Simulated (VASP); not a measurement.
# YW3 in VASP: a series of runs

Runs on YW3. Level: PBE. Tasks: single point, relaxation of cell and atoms.

Program: VASP 6.6.1. These are calculated values, not measurements. Logs are shortened: lines on timing, memory, paths and dates and some standing lists are left out, and cuts for length are marked.

### 1 The cell of the first run

It takes space group P4/mmm (No. 123, tetragonal). Conventional cell: a = 4.164 Å, b = 4.164 Å, c = 4.121 Å, α = 90.00°, β = 90.00°, γ = 90.00°. Within 3.9 Å of Y (site symmetry 4/mmm) lie 12 W at 2.93 to 2.94 Å. W (site symmetry mmm) has 4 Y at 2.93 Å and 8 W at 2.93 to 2.94 Å within 3.9 Å. W (site symmetry 4/mmm) has 8 W at 2.93 Å and 4 Y at 2.94 Å within 3.9 Å.

### 2 Single point, PBE

Contents of INCAR:

```
ALGO = Fast ; EDIFF = 1E-7
ENCUT = 520 ; GGA = PE
ISIF = 2 ; ISMEAR = 0
LASPH = T ; LCHARG = T
LELF = T ; LREAL = F
LVHAR = T ; LWAVE = F
NBANDS = 34 ; NELM = 100
PREC = Accurate ; SIGMA = 0.1
```

Contents of KPOINTS:

```
k-points
0
Gamma
  4 4 4
```

Contents of POSCAR:

```
YW3
1.0
    4.1641931850      0.0000000000      0.0000000000
    0.0000000000      4.1641931850      0.0000000000
    0.0000000000      0.0000000000      4.1213910912
Y W
1 3
Direct
    0.0000000000      0.0000000000      0.0000000000
    0.0000000000      0.5000000000      0.5000000000
    0.5000000000      0.0000000000      0.5000000000
    0.5000000000      0.5000000000      0.0000000000
```

Potentials or basis: VASP PAW PBE potentials, release 64 (Y_sv, W_sv).

Started as:

```bash
cat potpaw_PBE.64/Y_sv/POTCAR potpaw_PBE.64/W_sv/POTCAR > POTCAR
mpirun -np 1 vasp_std > vasp.out
```

OUTCAR:

```text
EDIFF = 1E-7
   ENCUT = 520
   GGA = PE
   ISIF = 2
   ISMEAR = 0
   LASPH = T
   LREAL = F
   NELM = 100
   PREC = Accurate

 ion  position               nearest neighbor table
   1  0.000  0.000  0.000-   2 2.93   3 2.93   2 2.93   3 2.93   2 2.93   2 2.93   3 2.93   3 2.93
                             4 2.94   4 2.94   4 2.94   4 2.94
   2  0.000  0.500  0.500-   1 2.93   4 2.93   1 2.93   4 2.93   1 2.93   1 2.93   4 2.93   4 2.93
                             3 2.94   3 2.94   3 2.94   3 2.94
   3  0.500  0.000  0.500-   1 2.93   4 2.93   1 2.93   4 2.93   4 2.93   4 2.93   1 2.93   1 2.93
                             2 2.94   2 2.94   2 2.94   2 2.94
   4  0.500  0.500  0.000-   2 2.93   3 2.93   2 2.93   3 2.93   3 2.93   3 2.93   2 2.93   2 2.93
                             1 2.94   1 2.94   1 2.94   1 2.94

  LATTYP: Found a simple tetragonal cell.
 ALAT       =     4.1641931850
 C/A-ratio  =     0.9897213957

  Lattice vectors:

 A1 = (   4.1641931850,   0.0000000000,   0.0000000000)
 A2 = (   0.0000000000,   4.1641931850,   0.0000000000)
 A3 = (   0.0000000000,   0.0000000000,   4.1213910912)

Analysis of symmetry for initial positions (statically):
=====================================================================
 Subroutine PRICEL returns:
 Original cell was already a primitive cell.

 Routine SETGRP: Setting up the symmetry group for a
 simple tetragonal supercell.

 Subroutine GETGRP returns: Found 16 space group operations
 (whereof 16 operations were pure point group operations)
 out of a pool of 16 trial point group operations.

The static configuration has the point symmetry D_4h.

Analysis of symmetry for dynamics (positions and initial velocities):
=====================================================================
 Subroutine PRICEL returns:
 Original cell was already a primitive cell.

 Routine SETGRP: Setting up the symmetry group for a
 simple tetragonal supercell.

 Subroutine GETGRP returns: Found 16 space group operations
 (whereof 16 operations were pure point group operations)
 out of a pool of 16 trial point group operations.

The dynamic configuration has the point symmetry D_4h.

 Subroutine INISYM returns: Found 16 space group operations
 (whereof 16 operations are pure point group operations),
 and found     1 'primitive' translations

[... 90 lines left out ...]
   NELM   =    100;   NELMIN=  2; NELMDL= -5     # of ELM steps
   EDIFF  = 0.1E-06   stopping-criterion for ELM
   LREAL  =      F    real-space projection
   EDIFFG = 0.1E-05   stopping-criterion for IOM
   NSW    =      0    number of steps for IOM
   IBRION =     -1    ionic relax: 0-MD 1-quasi-New 2-CG
   NFREE  =      0    steps in history (QN), initial steepest desc. (CG)
   ISIF   =      2    stress and relaxation
   ISYM   =      2    0-nonsym 1-usesym 2-fastsym
   POTIM  = 0.5000    time-step for ionic-motion
   TEBEG  =    0.0;   TEEND  =   0.0 temperature during run
   PSTRESS=    0.0 pullay stress
   NELECT =      53.0000    total number of electrons
   NUPDOWN=      -1.0000    fix difference up-down
   EMIN   =  10.00;   EMAX   =-10.00  energy-range for DOS
   EFERMI =   0.00;   METHOD = LEGACY
   ISMEAR =     0;   SIGMA  =   0.10  broadening in eV -4-tet -1-fermi 0-gaus
   EFERMI_NEDOS =   21; number of points for ismear=-14 and -15
   IALGO  =     68    algorithm
   IMIX   =      4    mixing-type and parameters
     AMIX     =   0.40;   BMIX     =  1.00
     AMIX_MAG =   1.60;   BMIX_MAG =  1.00
  volume/ion in A,a.u.               =      17.87       120.57
  Fermi-wavevector in a.u.,A,eV,Ry     =   1.481830  2.800252 29.875931  2.195819
  Thomas-Fermi vector in A             =   2.595691
   LORBIT       =      0    0 simple, 1 ext, 2 COOP (PROOUT), +10 PAW based schemes
   GGA     = PE    functional components
   LHFCALC =     F    Hartree Fock is set to
   AEXX    =    0.0000 exact exchange contribution
   IVDW    =     0    specifies the selected vdW correction
   LEPSILON=     F    determine dielectric tensor
   LRPA    =     F    only Hartree local field effects (RPA)
 non-spin polarized calculation
 RMM-DIIS sequential band-by-band and
 Gauss-broadening in eV      SIGMA  =   0.10
  energy-cutoff  :      520.00
  volume of cell :       71.47
 maximum number of plane-waves:      1956
 NGX is ok and might be reduce to    32
   NGX = 15   NGY = 15   NGZ = 15

 number of electron      53.0000005 magnetization

 Free energy of the ion-electron system (eV)
  ---------------------------------------------------
  ext. energy  EPLUGINS =         0.00000000
  ---------------------------------------------------
  free energy    TOTEN  =       -41.43613104 eV

  energy without entropy =      -41.40272493  energy(sigma->0) =      -41.41942799

 E-fermi :   8.7303     XC(G=0): -12.7291

 val. band max:        8.7253928945   @ k =   0.2500   0.2500   0.5000
 cond. band min:       8.7684778240   @ k =   0.5000   0.5000   0.2500
 fundamental gap:      0.0430849296
 Fermi energy:         8.7303182459

 k-point     1 :       0.0000    0.0000    0.0000
  band No.  band energies     occupation
      1     -65.0636      2.00000
      2     -64.9924      2.00000
      3     -64.9759      2.00000
      4     -32.0634      2.00000
      5     -29.5330      2.00000
      6     -29.5330      2.00000
[... 655 lines left out ...]
     33      13.0474      0.00000
     34      13.0936      0.00000

------------------------ aborting loop because EDIFF is reached ----------------------------------------

  FORCE on cell =-STRESS in cart. coord.  units (eV):
  Direction    XX          YY          ZZ          XY          YZ          ZX
  --------------------------------------------------------------------------------------
  -------------------------------------------------------------------------------------
  Total        4.1350820      4.1350820      3.3130727      0.0000000     -0.0000000      0.0000000
  in kB       92.7020087     92.7020087     74.2738579      0.0000000     -0.0000000      0.0000000
  external PRESSURE =      86.5592918 kB  Pullay stress =       0.0000000 kB

 VOLUME and BASIS-vectors are now :
 -----------------------------------------------------------------------------
  energy-cutoff  :      520.00
  volume of cell :       71.47
      direct lattice vectors                 reciprocal lattice vectors
     4.164193185  0.000000000  0.000000000     0.240142557  0.000000000  0.000000000
     0.000000000  4.164193185  0.000000000     0.000000000  0.240142557  0.000000000
     0.000000000  0.000000000  4.121391091     0.000000000  0.000000000  0.242636522

 POSITION                                       TOTAL-FORCE (eV/Angst)
 -----------------------------------------------------------------------------------
      0.00000      0.00000      0.00000         0.000000      0.000000      0.000000
      0.00000      2.08210      2.06070         0.000000      0.000000      0.000000
      2.08210      0.00000      2.06070         0.000000      0.000000      0.000000
      2.08210      2.08210      0.00000         0.000000      0.000000      0.000000
 -----------------------------------------------------------------------------------
    total drift:                                0.000000     -0.000000     -0.000000

  FREE ENERGIE OF THE ION-ELECTRON SYSTEM (eV)
  ---------------------------------------------------
  free  energy   TOTEN  =       -41.4361310450 eV

  energy  without entropy=      -41.4027249264  energy(sigma->0) =      -41.41942799
```

Wall time 59 s (1 thread of Oxide Virtual Turin-like, shared host); peak memory 0.17 GiB.

What came out:

| Quantity | Value |
| --- | --- |
| Free energy | -41.4361 eV |
| Pressure | 8.7 GPa |
| Band gap on the k mesh | zero (an odd number of electrons rules out a gap without spin polarisation) |

Caveat: the k points lie up to 0.38 Å⁻¹ apart, too coarse for converged energies and pressures of a metal; spin-orbit coupling is left out, which moves the levels of the heavy elements.

### 3 Relaxation of cell and atoms, PBE

This run uses another cell than the first one, of 18.27 Å³/atom.

Contents of INCAR:

```
SYSTEM = YW3
ALGO = Normal
EDIFF = 1E-7
EDIFFG = -0.04
ENCUT = 600
GGA = PE
IBRION = 2
ISIF = 3
ISMEAR = 0
LASPH = .True.
LCHARG = .False.
LREAL = .False.
LWAVE = .False.
NELM = 80
NSW = 90
PREC = Accurate
SIGMA = 0.1
```

Contents of KPOINTS:

```
k-points
0
Gamma
  4 4 4
  0 0 0
```

Contents of POSCAR:

```
YW3
1.0
    4.1805386069      0.0000000000      0.0000000000
    0.0000000000      4.1805386069      0.0000000000
    0.0000000000      0.0000000000      4.1805386069
Y W
1 3
Direct
    0.0000000000      0.0000000000      0.0000000000
    0.0000000000      0.5000000000      0.5000000000
    0.5000000000      0.0000000000      0.5000000000
    0.5000000000      0.5000000000      0.0000000000
```

Potentials or basis: VASP PAW PBE potentials, release 64 (Y_sv, W_sv).

Started as:

```bash
cat potpaw_PBE.64/Y_sv/POTCAR potpaw_PBE.64/W_sv/POTCAR > POTCAR
mpirun -np 1 vasp_std > vasp.out
```

Run time: 81 s. Hardware: 1 thread of Oxide Virtual Turin-like, shared host; peak memory 0.2 GiB.

The run converged. Its results:

```yaml
Free_energy: -41.5217 eV
Relaxed_volume: 18.71 Å³/atom
Relaxed_cell: a = 4.214 Å, b = 4.214 Å, c = 4.214 Å, α = 90.00°, β = 90.00°, γ = 90.00°
Space_group_after_relaxing_to_0.1_Å: Pm-3m (No. 221)
Energy_gained_by_relaxing: 5.8 meV/atom
Ionic_steps: 3
Pressure_after_relaxing: -0.1 GPa
Band_gap_on_the_k_mesh: zero (an odd number of electrons rules out a gap without spin polarisation)
```

Step by step:
| step | energy change (eV) | largest force (eV/Å) | pressure (GPa) | volume (Å³) |
| --- | --- | --- | --- | --- |
| 1 | 0.0000 | 0.0000 | 4.33 | 73.06 |
| 2 | 0.0627 | 0.0000 | -7.38 | 78.41 |
| 3 | -0.0233 | 0.0000 | -0.06 | 74.85 |

Final structure:
```yaml
crystal:
  lattice:
    - [4.21429, 0.00000, 0.00000]
    - [0.00000, 4.21429, 0.00000]
    - [0.00000, 0.00000, 4.21429]
  atoms:
    - { symbol: Y, position: [0.00000, 0.00000, 0.00000] }
    - { symbol: W, position: [0.00000, 0.50000, 0.50000] }
    - { symbol: W, position: [0.50000, 0.00000, 0.50000] }
    - { symbol: W, position: [0.50000, 0.50000, 0.00000] }
```

Levels at points of the mesh, in eV from the Fermi level:
| k point | band 22 | band 23 | band 24 | band 25 | band 26 | band 27 | band 28 | band 29 | band 30 | band 31 |
| --- | --- | --- | --- | --- | --- | --- | --- | --- | --- | --- |
| (0.00, 0.00, 0.00) | -3.61 | -3.61 | 0.01 | 0.01 | 0.01 | 2.52 | 2.52 | 3.12 | 3.12 | 3.12 |
| (0.50, 0.00, 0.00) | -1.63 | -1.49 | -1.49 | -1.34 | -1.34 | -0.14 | 0.29 | 0.80 | 1.28 | 1.28 |
| (0.50, 0.50, 0.00) | -1.50 | -1.50 | -1.30 | -1.30 | -1.19 | -1.10 | -0.32 | 0.54 | 0.70 | 0.70 |
| (0.50, 0.50, 0.50) | -0.83 | -0.83 | -0.14 | -0.14 | -0.14 | 0.12 | 0.51 | 0.51 | 1.40 | 1.40 |

Caveat: the k points lie up to 0.37 Å⁻¹ apart in the final cell, too coarse for converged energies and pressures of a metal; spin-orbit coupling is left out, which moves the levels of the heavy elements.

(Part 1 of 2 ends here.)

The gap in the log of VASP goes by the Fermi energy; the results here count the filled bands.